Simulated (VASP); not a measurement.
# Cu (I4/mmm) in VASP: a series of runs

Runs on Cu. Level: PBEsol. Tasks: single point.

Everything below comes from runs of VASP 6.6.1. Logs are shortened: lines on timing, memory, paths and dates and some standing lists are left out, and cuts for length are marked.

### 1 The cell of the first run

It takes space group I4/mmm (No. 139, tetragonal). The conventional cell has a = 2.886 Å, b = 2.886 Å, c = 2.821 Å, α = 90.00°, β = 90.00°, γ = 90.00°. Cu (site symmetry 4/mmm) has 14 Cu at 2.48 to 2.89 Å within 3.3 Å.

### 2 Single point, PBEsol (strain +0.000 along x and y, +0.025 along z)

Input file INCAR:

```
SYSTEM = Cu
ALGO = Fast ; EDIFF = 1E-6
ENCUT = 520 ; GGA = PS
ISIF = 2 ; ISMEAR = 0
LASPH = .True. ; LCHARG = .True.
LELF = .True. ; LREAL = .False.
LVHAR = .True. ; LWAVE = .False.
NBANDS = 12 ; NELM = 100
PREC = Accurate ; SIGMA = 0.15
```

Input file KPOINTS:

```
k-points
0
Gamma
  24 24 24
  0 0 0
```

Input file POSCAR:

```
Cu
1.0
   -1.4427933200      1.4427933200      1.4104834862
    1.4427933200     -1.4427933200      1.4104834862
    1.4427933200      1.4427933200     -1.4104834862
Cu
1
Direct
    0.0000000000      0.0000000000      0.0000000000
```

Potentials or basis: VASP PAW PBE potentials, release 64 (Cu).

The run is started by

```bash
cat potpaw_PBE.64/Cu/POTCAR > POTCAR
mpirun -np 1 vasp_std > vasp.out
```

OUTCAR:

```text
SYSTEM = Cu
   EDIFF = 1E-6
   ENCUT = 520
   GGA = PS
   ISIF = 2
   ISMEAR = 0
   LASPH = .True.
   LREAL = .False.
   NELM = 100
   PREC = Accurate

 ion  position               nearest neighbor table
   1  0.000  0.000  0.000-

  LATTYP: Found a body centered tetragonal cell.
 ALAT       =     2.8855866400
 C/A-ratio  =     0.9776060553

  Lattice vectors:

 A1 = (  -1.4427933200,   1.4427933200,   1.4104834862)
 A2 = (   1.4427933200,  -1.4427933200,   1.4104834862)
 A3 = (   1.4427933200,   1.4427933200,  -1.4104834862)

Analysis of symmetry for initial positions (statically):
=====================================================================
 Subroutine PRICEL returns:
 Original cell was already a primitive cell.

 Routine SETGRP: Setting up the symmetry group for a
 body centered tetragonal supercell.

 Subroutine GETGRP returns: Found 16 space group operations
 (whereof 16 operations were pure point group operations)
 out of a pool of 16 trial point group operations.

The static configuration has the point symmetry D_4h.

Analysis of symmetry for dynamics (positions and initial velocities):
=====================================================================
 Subroutine PRICEL returns:
 Original cell was already a primitive cell.

 Routine SETGRP: Setting up the symmetry group for a
 body centered tetragonal supercell.

 Subroutine GETGRP returns: Found 16 space group operations
 (whereof 16 operations were pure point group operations)
 out of a pool of 16 trial point group operations.

The dynamic configuration has the point symmetry D_4h.

 Subroutine INISYM returns: Found 16 space group operations
 (whereof 16 operations are pure point group operations),
 and found     1 'primitive' translations

----------------------------------------------------------------------------------------

                                     Primitive cell

  volume of cell :      11.7445

  direct lattice vectors                    reciprocal lattice vectors
    -1.442793320  1.442793320  1.410483486     0.000000000  0.346549983  0.354488376
     1.442793320 -1.442793320  1.410483486     0.346549983  0.000000000  0.354488376
     1.442793320  1.442793320 -1.410483486     0.346549983  0.346549983  0.000000000

  length of vectors
     2.480477533  2.480477533  2.480477533     0.495740758  0.495740758  0.490095685

  position of ions in fractional coordinates (direct lattice)
     0.000000000  0.000000000  0.000000000

  ion indices of the primitive-cell ions
   primitive index   ion index
                 1           1

----------------------------------------------------------------------------------------

 KPOINTS: k-points

Automatic generation of k-mesh.
 Grid dimensions read from file:
 generate k-points for:   24   24   24

 Generating k-lattice:

  Cartesian coordinates                     Fractional coordinates (reciprocal lattice)
     0.000000000  0.014439583  0.014770349     0.041666667  0.000000000  0.000000000
     0.014439583  0.000000000  0.014770349     0.000000000  0.041666667  0.000000000
     0.014439583  0.014439583  0.000000000     0.000000000  0.000000000  0.041666667

  Length of vectors
     0.020655865  0.020655865  0.020420654

  Shift w.r.t. Gamma in fractional coordinates (k-lattice)
     0.000000000  0.000000000  0.000000000

 Subroutine IBZKPT returns following result:
 ===========================================

 Found   1063 irreducible k-points:

 Following reciprocal coordinates:
            Coordinates               Weight
  0.000000  0.000000  0.000000      1.000000
  0.041667 -0.000000  0.000000      8.000000
  0.083333 -0.000000  0.000000      8.000000
  0.125000 -0.000000  0.000000      8.000000
  0.166667 -0.000000  0.000000      8.000000
  0.208333 -0.000000  0.000000      8.000000
[... 16 lines left out ...]
  0.416667  0.041667  0.000000     16.000000
  0.458333  0.041667  0.000000     16.000000
 [... further k-points ...]
   k-points           NKPTS =   1063   k-points in BZ     NKDIM =   1063   number of bands    NBANDS=     12
   number of dos      NEDOS =    301   number of ions     NIONS =      1
   total plane-waves  NPLWV =   5832
   dimension x,y,z NGX =    18 NGY =   18 NGZ =   18
   dimension x,y,z NGXF=    36 NGYF=   36 NGZF=   36
   ions per type =               1
   NGX,Y,Z   is equivalent  to a cutoff of  12.06, 12.06, 12.06 a.u.
   NGXF,Y,Z  is equivalent  to a cutoff of  24.13, 24.13, 24.13 a.u.
 SYSTEM =  Cu
   PREC   = accura    normal or accurate (medium, high low for compatibility)
   ISTART =      0    job   : 0-new  1-cont  2-samecut
   ICHARG =      2    charge: 1-file 2-atom 10-const
   ISPIN  =      1    spin polarized calculation?
   LNONCOLLINEAR =      F non collinear calculations
   LSORBIT =      F    spin-orbit coupling
   LASPH  =      T    aspherical Exc in radial PAW
   ENCUT  =  520.0 eV  38.22 Ry    6.18 a.u.   4.61  4.61  4.61*2*pi/ulx,y,z
   NELM   =    100;   NELMIN=  2; NELMDL= -5     # of ELM steps
   EDIFF  = 0.1E-05   stopping-criterion for ELM
   LREAL  =      F    real-space projection
   EDIFFG = 0.1E-04   stopping-criterion for IOM
   NSW    =      0    number of steps for IOM
   IBRION =     -1    ionic relax: 0-MD 1-quasi-New 2-CG
   NFREE  =      0    steps in history (QN), initial steepest desc. (CG)
   ISIF   =      2    stress and relaxation
   ISYM   =      2    0-nonsym 1-usesym 2-fastsym
   POTIM  = 0.5000    time-step for ionic-motion
   TEBEG  =    0.0;   TEEND  =   0.0 temperature during run
   PSTRESS=    0.0 pullay stress
   NELECT =      11.0000    total number of electrons
   NUPDOWN=      -1.0000    fix difference up-down
   EMIN   =  10.00;   EMAX   =-10.00  energy-range for DOS
   EFERMI =   0.00;   METHOD = LEGACY
   ISMEAR =     0;   SIGMA  =   0.15  broadening in eV -4-tet -1-fermi 0-gaus
   EFERMI_NEDOS =   21; number of points for ismear=-14 and -15
   IALGO  =     68    algorithm
   IMIX   =      4    mixing-type and parameters
     AMIX     =   0.40;   BMIX     =  1.00
     AMIX_MAG =   1.60;   BMIX_MAG =  1.00
  volume/ion in A,a.u.               =      11.74        79.26
  Fermi-wavevector in a.u.,A,eV,Ry     =   1.601746  3.026861 34.906974  2.565590
  Thomas-Fermi vector in A             =   2.698676
   LORBIT       =      0    0 simple, 1 ext, 2 COOP (PROOUT), +10 PAW based schemes
   GGA     = PS    functional components
   LHFCALC =     F    Hartree Fock is set to
   AEXX    =    0.0000 exact exchange contribution
   IVDW    =     0    specifies the selected vdW correction
   LEPSILON=     F    determine dielectric tensor
   LRPA    =     F    only Hartree local field effects (RPA)
 non-spin polarized calculation
 RMM-DIIS sequential band-by-band and
 Gauss-broadening in eV      SIGMA  =   0.15
  energy-cutoff  :      520.00
  volume of cell :       11.74
 maximum number of plane-waves:       333
   NGX =  9   NGY =  9   NGZ =  9

 number of electron      10.9999980 magnetization

 Free energy of the ion-electron system (eV)
  ---------------------------------------------------
  ext. energy  EPLUGINS =         0.00000000
  ---------------------------------------------------
  free energy    TOTEN  =        -4.26704474 eV

  energy without entropy =       -4.26242198  energy(sigma->0) =       -4.26473336

 E-fermi :   7.4603     XC(G=0): -12.9419

 val. band max:        7.4583395887   @ k =  -0.3750   0.4167   0.1667
 cond. band min:       7.4605609606   @ k =   0.5000   0.1250   0.0833
 fundamental gap:      0.0022213719
 Fermi energy:         7.4603281764

 k-point     1 :       0.0000    0.0000    0.0000
  band No.  band energies     occupation
      1      -1.9559      2.00000
      2       4.2884      2.00000
      3       4.3776      2.00000
      4       4.3776      2.00000
      5       5.3278      2.00000
      6       5.4215      2.00000
      7      32.3692      0.00000
      8      32.3692      0.00000
      9      32.9137      0.00000
     10      35.8461      0.00000
     11      35.8466      0.00000
     12      36.2699      0.00000

 k-point     2 :       0.0417   -0.0000    0.0000
  band No.  band energies     occupation
      1      -1.8881      2.00000
      2       4.2916      2.00000
      3       4.3768      2.00000
      4       4.3875      2.00000
      5       5.3262      2.00000
      6       5.4120      2.00000
      7      31.8132      0.00000
      8      32.1805      0.00000
      9      32.4853      0.00000
     10      34.8302      0.00000
     11      34.9444      0.00000
     12      35.2903      0.00000

 k-point     3 :       0.0833   -0.0000    0.0000
  band No.  band energies     occupation
      1      -1.6857      2.00000
      2       4.2711      2.00000
      3       4.3724      2.00000
      4       4.4470      2.00000
      5       5.3174      2.00000
      6       5.3914      2.00000
      7      30.0701      0.00000
      8      31.6773      0.00000
      9      31.7221      0.00000
     10      33.4239      0.00000
     11      34.1204      0.00000
     12      34.8651      0.00000

 k-point     4 :       0.1250   -0.0000    0.0000
  band No.  band energies     occupation
      1      -1.3530      2.00000
      2       4.2165      2.00000
      3       4.3603      2.00000
      4       4.5661      2.00000
      5       5.2930      2.00000
      6       5.3796      2.00000
      7      27.8888      0.00000
      8      30.6403      0.00000
      9      31.1466      0.00000
     10      32.0697      0.00000
     11      33.4744      0.00000
     12      35.0228      0.00000

 k-point     5 :       0.1667   -0.0000    0.0000
  band No.  band energies     occupation
      1      -0.8978      2.00000
      2       4.1400      2.00000
      3       4.3371      2.00000
      4       4.7312      2.00000
      5       5.2622      2.00000
      6       5.3826      2.00000
      7      25.6236      0.00000
      8      29.5546      0.00000
      9      30.4209      0.00000
     10      30.9426      0.00000
     11      32.9521      0.00000
     12      35.4982      0.00000
[... 228 lines left out ...]
      1       1.8863      2.00000
      2       3.7350      2.00000
      3       4.6910      2.00000
      4       5.3064      2.00000
      5       5.5013      2.00000
      6       5.8026      2.00000
      7      16.1907      0.00000
      8      25.1230      0.00000
      9      25.8703      0.00000
     10      29.5738      0.00000
     11      32.2103      0.00000
     12      38.7081      0.00000

 k-point    22 :       0.3750    0.0417    0.0000
  band No.  band energies     occupation
      1       2.2160      2.00000
      2       3.6693      2.00000
      3       5.1121      2.00000
      4       5.3824      2.00000
      5       5.5751      2.00000
      6       6.0866      2.00000
      7      14.4524      0.00000
      8      24.6305      0.00000
      9      25.3301      0.00000
     10      29.3679      0.00000
     11      32.1218      0.00000
     12      39.5987      0.00000

 k-point    23 :       0.4167    0.0417    0.0000
  band No.  band energies     occupation
      1       2.3708      2.00000
      2       3.6233      2.00000
      3       5.2870      2.00000
      4       5.4545      2.00000
      5       5.8121      2.00000
      6       6.5508      2.00000
      7      12.9900      0.00000
      8      24.2809      0.00000
      9      24.9706      0.00000
     10      29.2347      0.00000
     11      32.0762      0.00000
     12      40.3555      0.00000

 k-point    24 :       0.4583    0.0417    0.0000
  band No.  band energies     occupation
      1       2.4263      2.00000
      2       3.5998      2.00000
      3       5.3316      2.00000
      4       5.4622      2.00000
      5       5.9527      2.00000
      6       7.0610      1.99983
      7      12.0559      0.00000
      8      24.0905      0.00000
      9      24.7960      0.00000
     10      29.1716      0.00000
     11      32.0624      0.00000
     12      40.8935      0.00000

 [... further k-points ...]

------------------------ aborting loop because EDIFF is reached ----------------------------------------

  FORCE on cell =-STRESS in cart. coord.  units (eV):
  Direction    XX          YY          ZZ          XY          YZ          ZX
  --------------------------------------------------------------------------------------
  -------------------------------------------------------------------------------------
  Total       -0.3251955     -0.3251955     -0.3346440      0.0000000      0.0000000      0.0000000
  in kB      -44.3627876    -44.3627876    -45.6517465      0.0000000      0.0000000      0.0000000
  external PRESSURE =     -44.7924406 kB  Pullay stress =       0.0000000 kB

 VOLUME and BASIS-vectors are now :
 -----------------------------------------------------------------------------
  energy-cutoff  :      520.00
  volume of cell :       11.74
      direct lattice vectors                 reciprocal lattice vectors
    -1.442793320  1.442793320  1.410483486     0.000000000  0.346549983  0.354488376
     1.442793320 -1.442793320  1.410483486     0.346549983  0.000000000  0.354488376
     1.442793320  1.442793320 -1.410483486     0.346549983  0.346549983  0.000000000

 POSITION                                       TOTAL-FORCE (eV/Angst)
 -----------------------------------------------------------------------------------
      0.00000      0.00000      0.00000         0.000000      0.000000      0.000000
 -----------------------------------------------------------------------------------
    total drift:                                0.000000      0.000000      0.000000

  FREE ENERGIE OF THE ION-ELECTRON SYSTEM (eV)
  ---------------------------------------------------
  free  energy   TOTEN  =        -4.2670447390 eV

  energy  without entropy=       -4.2624219796  energy(sigma->0) =       -4.26473336
```

It took 3.4 min on 1 thread of Intel Xeon 8259CL, shared host; peak memory 0.25 GiB.

What came out:

```yaml
Free_energy: -4.2670 eV
Pressure: -4.5 GPa
Band_gap_on_the_k_mesh: zero (an odd number of electrons rules out a gap without spin polarisation)
```

Caveat: the cell differs from its parent crystal (strain +0.000 along x and y, +0.025 along z); the cell stands under tension; the PAW data sets were made with another functional, which shifts forces and pressure a little.

### 3 Single point, PBEsol (strain +0.000 along x and y, +0.050 along z)

Input file INCAR:

```
SYSTEM = Cu
ALGO = Fast
EDIFF = 1E-6
ENCUT = 520
GGA = PS
ISIF = 2
ISMEAR = 0
LASPH = .True.
LCHARG = .True.
LELF = .True.
LREAL = .False.
LVHAR = .True.
LWAVE = .False.
NBANDS = 12
NELM = 100
PREC = Accurate
SIGMA = 0.15
```

KPOINTS is that of step 2.

Input file POSCAR:

```
Cu
1.0
   -1.4427933200      1.4427933200      1.4448855225
    1.4427933200     -1.4427933200      1.4448855225
    1.4427933200      1.4427933200     -1.4448855225
Cu
1
Direct
    0.0000000000      0.0000000000      0.0000000000
```

Potentials or basis: VASP PAW PBE potentials, release 64 (Cu).

The run is started by

```bash
cat potpaw_PBE.64/Cu/POTCAR > POTCAR
mpirun -np 1 vasp_std > vasp.out
```

Run time: 2.2 min. Hardware: 1 thread of Intel Xeon 8259CL, shared host; peak memory 0.26 GiB.

It converged, with:

```
Free energy            : -4.2564 eV
Pressure               : -7.7 GPa
Band gap on the k mesh : zero (an odd number of electrons rules out a gap without spin polarisation)
```

Levels at points of the mesh, in eV from the Fermi level:
| k point | band 3 | band 4 | band 5 | band 6 | band 7 | band 8 | band 9 | band 10 |
| --- | --- | --- | --- | --- | --- | --- | --- | --- |
| (0.00, 0.00, 0.00) | -3.04 | -3.03 | -2.04 | -2.04 | 24.86 | 24.89 | 24.89 | 27.96 |
| (0.50, 0.00, 0.00) | -2.09 | -1.94 | -1.33 | -0.57 | 4.24 | 17.29 | 17.34 | 21.12 |
| (0.50, 0.50, 0.00) | -2.08 | -1.93 | -1.33 | -0.56 | 4.25 | 17.25 | 17.30 | 21.08 |
| (0.50, 0.50, 0.50) | -1.50 | -1.50 | -1.50 | 8.04 | 8.10 | 8.10 | 13.44 | 13.47 |

Caveat: the cell differs from its parent crystal (strain +0.000 along x and y, +0.050 along z); the cell stands under tension; the PAW data sets were made with another functional, which shifts forces and pressure a little.
